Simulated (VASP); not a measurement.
# FeSi (P2_13) in VASP: further runs

Runs on FeSi. Level: PBE. Tasks: single point, relaxation of the atoms.

Program: VASP 6.6.1. These are calculated values, not measurements. Logs are shortened: lines on timing, memory, paths and dates and some standing lists are left out, and cuts for length are marked.

## Step 1: The cell of the first run

The structure is cubic, space group P2_13 (No. 198). The conventional cell has a = 4.448 Å, b = 4.448 Å, c = 4.448 Å, α = 90.00°, β = 90.00°, γ = 90.00°. Fe (site symmetry 3) has 7 Si at 2.27 to 2.50 Å and 6 Fe at 2.73 Å within 3.0 Å. Si (site symmetry 3) has 7 Fe at 2.27 to 2.50 Å and 6 Si at 2.76 Å within 3.0 Å.

## Step 2: Single point, PBE

The input, INCAR:

```
ALGO = Normal ; EDIFF = 1E-6
ENCUT = 520 ; GGA = PE
ISIF = 2 ; ISMEAR = 0
LASPH = True ; LCHARG = False
LREAL = False ; LWAVE = False
NBANDS = 34 ; NELM = 80
PREC = Accurate ; SIGMA = 0.01
```

The input, KPOINTS:

```
k-points
0
Gamma
  8 8 8
```

The input, POSCAR:

```
FeSi
1.0
    4.4480342307      0.0000000000      0.0000000000
    0.0000000000      4.4480342307      0.0000000000
    0.0000000000      0.0000000000      4.4480342307
Fe Si
4 4
Direct
    0.1359940311      0.1359940311      0.1359940311
    0.3640059689      0.8640059689      0.6359940311
    0.6359940311      0.3640059689      0.8640059689
    0.8640059689      0.6359940311      0.3640059689
    0.8407200319      0.8407200319      0.8407200319
    0.6592799681      0.1592799681      0.3407200319
    0.3407200319      0.6592799681      0.1592799681
    0.1592799681      0.3407200319      0.6592799681
```

Potentials or basis: VASP PAW PBE potentials, release 64 (Fe, Si).

Command:

```bash
$ cat potpaw_PBE.64/Fe/POTCAR potpaw_PBE.64/Si/POTCAR > POTCAR
$ mpirun -np 1 vasp_std > vasp.out
```

OUTCAR:

```text
EDIFF = 1E-6
   ENCUT = 520
   GGA = PE
   ISIF = 2
   ISMEAR = 0
   LASPH = True
   LREAL = False
   NELM = 80
   PREC = Accurate

 ion  position               nearest neighbor table
   1  0.136  0.136  0.136-   5 2.27   6 2.31   7 2.31   8 2.31   7 2.50   8 2.50   6 2.50   3 2.73
                             4 2.73   2 2.73   2 2.73   4 2.73   3 2.73
   2  0.364  0.864  0.636-   6 2.27   5 2.31   7 2.31   8 2.31   7 2.50   8 2.50   5 2.50   1 2.73
                             1 2.73   3 2.73   3 2.73   4 2.73   4 2.73
   3  0.636  0.364  0.864-   7 2.27   6 2.31   5 2.31   8 2.31   8 2.50   6 2.50   5 2.50   1 2.73
                             4 2.73   2 2.73   2 2.73   4 2.73   1 2.73
   4  0.864  0.636  0.364-   8 2.27   6 2.31   7 2.31   5 2.31   6 2.50   5 2.50   7 2.50   1 2.73
                             3 2.73   2 2.73   1 2.73   2 2.73   3 2.73
   5  0.841  0.841  0.841-   1 2.27   2 2.31   3 2.31   4 2.31   3 2.50   4 2.50   2 2.50   6 2.76
                             7 2.76   8 2.76   6 2.76   8 2.76   7 2.76
   6  0.659  0.159  0.341-   2 2.27   1 2.31   3 2.31   4 2.31   3 2.50   4 2.50   1 2.50   8 2.76
                             5 2.76   5 2.76   7 2.76   7 2.76   8 2.76
   7  0.341  0.659  0.159-   3 2.27   2 2.31   1 2.31   4 2.31   4 2.50   2 2.50   1 2.50   8 2.76
                             5 2.76   8 2.76   6 2.76   6 2.76   5 2.76
   8  0.159  0.341  0.659-   4 2.27   2 2.31   3 2.31   1 2.31   2 2.50   1 2.50   3 2.50   7 2.76
                             5 2.76   7 2.76   5 2.76   6 2.76   6 2.76

  LATTYP: Found a simple cubic cell.
 ALAT       =     4.4480342307

  Lattice vectors:

 A1 = (   4.4480342307,   0.0000000000,   0.0000000000)
 A2 = (   0.0000000000,   4.4480342307,   0.0000000000)
 A3 = (   0.0000000000,   0.0000000000,   4.4480342307)

Analysis of symmetry for initial positions (statically):
=====================================================================
 Subroutine PRICEL returns:
 Original cell was already a primitive cell.

 Routine SETGRP: Setting up the symmetry group for a
 simple cubic supercell.

 Subroutine GETGRP returns: Found 12 space group operations
 (whereof  3 operations were pure point group operations)
 out of a pool of 48 trial point group operations.

The static configuration has the point symmetry C_3 .
 The point group associated with its full space group is T   .

Analysis of symmetry for dynamics (positions and initial velocities):
=====================================================================
 Subroutine PRICEL returns:
 Original cell was already a primitive cell.

 Routine SETGRP: Setting up the symmetry group for a
 simple cubic supercell.

 Subroutine GETGRP returns: Found 12 space group operations
 (whereof  3 operations were pure point group operations)
 out of a pool of 48 trial point group operations.

The dynamic configuration has the point symmetry C_3 .
 The point group associated with its full space group is T   .

 Subroutine INISYM returns: Found 12 space group operations
 (whereof  3 operations are pure point group operations),
 and found     1 'primitive' translations

----------------------------------------------------------------------------------------

                                     Primitive cell

  volume of cell :      88.0044

  direct lattice vectors                    reciprocal lattice vectors
     4.448034231  0.000000000  0.000000000     0.224818414  0.000000000  0.000000000
     0.000000000  4.448034231  0.000000000     0.000000000  0.224818414  0.000000000
     0.000000000  0.000000000  4.448034231     0.000000000  0.000000000  0.224818414

  length of vectors
     4.448034231  4.448034231  4.448034231     0.224818414  0.224818414  0.224818414

  position of ions in fractional coordinates (direct lattice)
     0.135994031  0.135994031  0.135994031
     0.364005969  0.864005969  0.635994031
     0.635994031  0.364005969  0.864005969
     0.864005969  0.635994031  0.364005969
     0.840720032  0.840720032  0.840720032
     0.659279968  0.159279968  0.340720032
     0.340720032  0.659279968  0.159279968
     0.159279968  0.340720032  0.659279968

  ion indices of the primitive-cell ions
   primitive index   ion index
                 1           1
                 2           2
                 3           3
                 4           4
                 5           5
                 6           6
                 7           7
                 8           8

----------------------------------------------------------------------------------------

 KPOINTS: k-points

Automatic generation of k-mesh.
 Grid dimensions read from file:
 generate k-points for:    8    8    8

 Generating k-lattice:

  Cartesian coordinates                     Fractional coordinates (reciprocal lattice)
     0.028102302  0.000000000  0.000000000     0.125000000  0.000000000  0.000000000
     0.000000000  0.028102302  0.000000000     0.000000000  0.125000000  0.000000000
     0.000000000  0.000000000  0.028102302     0.000000000  0.000000000  0.125000000

  Length of vectors
     0.028102302  0.028102302  0.028102302

  Shift w.r.t. Gamma in fractional coordinates (k-lattice)
     0.000000000  0.000000000  0.000000000

 Subroutine IBZKPT returns following result:
 ===========================================

 Found     45 irreducible k-points:

 Following reciprocal coordinates:
            Coordinates               Weight
  0.000000  0.000000  0.000000      1.000000
  0.125000  0.000000  0.000000      6.000000
  0.250000  0.000000  0.000000      6.000000
  0.375000  0.000000  0.000000      6.000000
  0.500000  0.000000  0.000000      3.000000
  0.125000  0.125000  0.000000     12.000000
[... 16 lines left out ...]
  0.250000  0.125000  0.125000     24.000000
  0.375000  0.125000  0.125000     24.000000
 [... further k-points ...]
   k-points           NKPTS =     45   k-points in BZ     NKDIM =     45   number of bands    NBANDS=     34
   number of dos      NEDOS =    301   number of ions     NIONS =      8
   total plane-waves  NPLWV =  46656
   dimension x,y,z NGX =    36 NGY =   36 NGZ =   36
   dimension x,y,z NGXF=    72 NGYF=   72 NGZF=   72
   ions per type =               4   4
   NGX,Y,Z   is equivalent  to a cutoff of  13.46, 13.46, 13.46 a.u.
   NGXF,Y,Z  is equivalent  to a cutoff of  26.91, 26.91, 26.91 a.u.
 SYSTEM =  unknown system
   PREC   = accura    normal or accurate (medium, high low for compatibility)
   ISTART =      0    job   : 0-new  1-cont  2-samecut
   ICHARG =      2    charge: 1-file 2-atom 10-const
   ISPIN  =      1    spin polarized calculation?
   LNONCOLLINEAR =      F non collinear calculations
   LSORBIT =      F    spin-orbit coupling
   LASPH  =      T    aspherical Exc in radial PAW
   ENCUT  =  520.0 eV  38.22 Ry    6.18 a.u.   8.27  8.27  8.27*2*pi/ulx,y,z
   NELM   =     80;   NELMIN=  2; NELMDL= -5     # of ELM steps
   EDIFF  = 0.1E-05   stopping-criterion for ELM
   LREAL  =      F    real-space projection
   EDIFFG = 0.1E-04   stopping-criterion for IOM
   NSW    =      0    number of steps for IOM
   IBRION =     -1    ionic relax: 0-MD 1-quasi-New 2-CG
   NFREE  =      0    steps in history (QN), initial steepest desc. (CG)
   ISIF   =      2    stress and relaxation
   ISYM   =      2    0-nonsym 1-usesym 2-fastsym
   POTIM  = 0.5000    time-step for ionic-motion
   TEBEG  =    0.0;   TEEND  =   0.0 temperature during run
   PSTRESS=    0.0 pullay stress
   NELECT =      48.0000    total number of electrons
   NUPDOWN=      -1.0000    fix difference up-down
   EMIN   =  10.00;   EMAX   =-10.00  energy-range for DOS
   EFERMI =   0.00;   METHOD = LEGACY
   ISMEAR =     0;   SIGMA  =   0.01  broadening in eV -4-tet -1-fermi 0-gaus
   EFERMI_NEDOS =   21; number of points for ismear=-14 and -15
   IALGO  =     38    algorithm
   IMIX   =      4    mixing-type and parameters
     AMIX     =   0.40;   BMIX     =  1.00
     AMIX_MAG =   1.60;   BMIX_MAG =  1.00
  volume/ion in A,a.u.               =      11.00        74.24
  Fermi-wavevector in a.u.,A,eV,Ry     =   1.337582  2.527664 24.342536  1.789126
  Thomas-Fermi vector in A             =   2.466120
   LORBIT       =      0    0 simple, 1 ext, 2 COOP (PROOUT), +10 PAW based schemes
   GGA     = PE    functional components
   LHFCALC =     F    Hartree Fock is set to
   AEXX    =    0.0000 exact exchange contribution
   IVDW    =     0    specifies the selected vdW correction
   LEPSILON=     F    determine dielectric tensor
   LRPA    =     F    only Hartree local field effects (RPA)
 non-spin polarized calculation
 Gauss-broadening in eV      SIGMA  =   0.01
  energy-cutoff  :      520.00
  volume of cell :       88.00
 maximum number of plane-waves:      2392
 NGX is ok and might be reduce to    36
   NGX = 17   NGY = 17   NGZ = 17

 number of electron      48.0000013 magnetization

 Free energy of the ion-electron system (eV)
  ---------------------------------------------------
  ext. energy  EPLUGINS =         0.00000000
  ---------------------------------------------------
  free energy    TOTEN  =       -58.78215476 eV

  energy without entropy =      -58.78215476  energy(sigma->0) =      -58.78215476

 E-fermi :   9.7877     XC(G=0): -12.7990

 val. band max:        9.7212031565   @ k =  -0.1250   0.3750   0.0000
 cond. band min:       9.8827975405   @ k =   0.2500   0.2500   0.0000
 fundamental gap:      0.1615943840
 Fermi energy:         9.7877230780

 k-point     1 :       0.0000    0.0000    0.0000
  band No.  band energies     occupation
      1      -3.5183      2.00000
      2       1.8370      2.00000
      3       1.8370      2.00000
      4       1.8370      2.00000
      5       4.6739      2.00000
      6       4.6739      2.00000
[... 26 lines left out ...]
     33      14.0335      0.00000
     34      14.0335      0.00000

 k-point     2 :       0.1250    0.0000    0.0000
  band No.  band energies     occupation
      1      -3.4023      2.00000
      2       1.0736      2.00000
      3       1.9054      2.00000
      4       2.4065      2.00000
      5       4.2040      2.00000
      6       4.7476      2.00000
[... 26 lines left out ...]
     33      14.1600      0.00000
     34      14.2854      0.00000

 k-point     3 :       0.2500    0.0000    0.0000
  band No.  band energies     occupation
      1      -3.0582      2.00000
      2       0.1347      2.00000
      3       2.1056      2.00000
      4       2.8619      2.00000
      5       3.9240      2.00000
      6       4.9067      2.00000
[... 26 lines left out ...]
     33      14.4192      0.00000
     34      14.4287      0.00000

 k-point     4 :       0.3750    0.0000    0.0000
  band No.  band energies     occupation
      1      -2.4985      2.00000
      2      -0.8453      2.00000
      3       2.4199      2.00000
      4       3.0708      2.00000
      5       3.8817      2.00000
      6       4.7813      2.00000
[... 26 lines left out ...]
     33      14.6537      0.00000
     34      14.7351      0.00000

 k-point     5 :       0.5000    0.0000    0.0000
  band No.  band energies     occupation
      1      -1.7471      2.00000
      2      -1.7471      2.00000
      3       2.7998      2.00000
      4       2.7998      2.00000
      5       4.2837      2.00000
      6       4.2837      2.00000
[... 621 lines left out ...]
 k-point    22 :       0.1250    0.1250    0.1250
  band No.  band energies     occupation
      1      -3.1721      2.00000
      2       0.8279      2.00000
      3       1.4856      2.00000
      4       2.6855      2.00000
      5       4.1241      2.00000
      6       4.8520      2.00000
[... 26 lines left out ...]
     33      13.9353      0.00000
     34      14.4651      0.00000

 k-point    23 :       0.2500    0.1250    0.1250
  band No.  band energies     occupation
      1      -2.8320      2.00000
      2       0.2294      2.00000
      3       1.5253      2.00000
      4       2.8092      2.00000
      5       3.9208      2.00000
      6       4.6867      2.00000
[... 26 lines left out ...]
     33      14.2207      0.00000
     34      14.3910      0.00000

 k-point    24 :       0.3750    0.1250    0.1250
  band No.  band energies     occupation
      1      -2.2798      2.00000
      2      -0.6683      2.00000
      3       1.8662      2.00000
      4       2.7893      2.00000
      5       3.7122      2.00000
      6       4.4497      2.00000
[... 26 lines left out ...]
     33      13.9551      0.00000
     34      14.6834      0.00000

 [... further k-points ...]

------------------------ aborting loop because EDIFF is reached ----------------------------------------

  FORCE on cell =-STRESS in cart. coord.  units (eV):
  Direction    XX          YY          ZZ          XY          YZ          ZX
  --------------------------------------------------------------------------------------
  -------------------------------------------------------------------------------------
  Total        0.0922117      0.0922117      0.0922117     -0.0000000      0.0000000      0.0000000
  in kB        1.6787742      1.6787742      1.6787742     -0.0000000      0.0000000      0.0000000
  external PRESSURE =       1.6787742 kB  Pullay stress =       0.0000000 kB

 VOLUME and BASIS-vectors are now :
 -----------------------------------------------------------------------------
  energy-cutoff  :      520.00
  volume of cell :       88.00
      direct lattice vectors                 reciprocal lattice vectors
     4.448034231  0.000000000  0.000000000     0.224818414  0.000000000  0.000000000
     0.000000000  4.448034231  0.000000000     0.000000000  0.224818414  0.000000000
     0.000000000  0.000000000  4.448034231     0.000000000  0.000000000  0.224818414

 POSITION                                       TOTAL-FORCE (eV/Angst)
 -----------------------------------------------------------------------------------
      0.60491      0.60491      0.60491         0.020313      0.020313      0.020313
      1.61911      3.84313      2.82892        -0.020313     -0.020313      0.020313
      2.82892      1.61911      3.84313         0.020313     -0.020313     -0.020313
      3.84313      2.82892      1.61911        -0.020313      0.020313     -0.020313
      3.73955      3.73955      3.73955         0.000952      0.000952      0.000952
      2.93250      0.70848      1.51553        -0.000952     -0.000952      0.000952
      1.51553      2.93250      0.70848         0.000952     -0.000952     -0.000952
      0.70848      1.51553      2.93250        -0.000952      0.000952     -0.000952
 -----------------------------------------------------------------------------------
    total drift:                               -0.000001     -0.000001     -0.000000

  FREE ENERGIE OF THE ION-ELECTRON SYSTEM (eV)
  ---------------------------------------------------
  free  energy   TOTEN  =       -58.7821547575 eV

  energy  without entropy=      -58.7821547575  energy(sigma->0) =      -58.78215476
```

Run time: 54 s. Hardware: 1 thread of Intel Xeon 6975P-C (Granite Rapids), shared host; peak memory 0.25 GiB.

Results:

| Property | Result |
| --- | --- |
| Free energy | -58.7822 eV |
| Pressure | 0.2 GPa |
| Largest force | 0.035 eV/Å |
| Band gap on the k mesh | 0.16 eV, indirect (least direct gap 0.17 eV) |

Forces on the atoms (eV/Å):
```
Fe   0.020  0.020  0.020
Fe  -0.020 -0.020  0.020
Fe   0.020 -0.020 -0.020
Fe  -0.020  0.020 -0.020
Si   0.001  0.001  0.001
Si  -0.001 -0.001  0.001
Si   0.001 -0.001 -0.001
Si  -0.001  0.001 -0.001
```

[end of part 1 of 3]
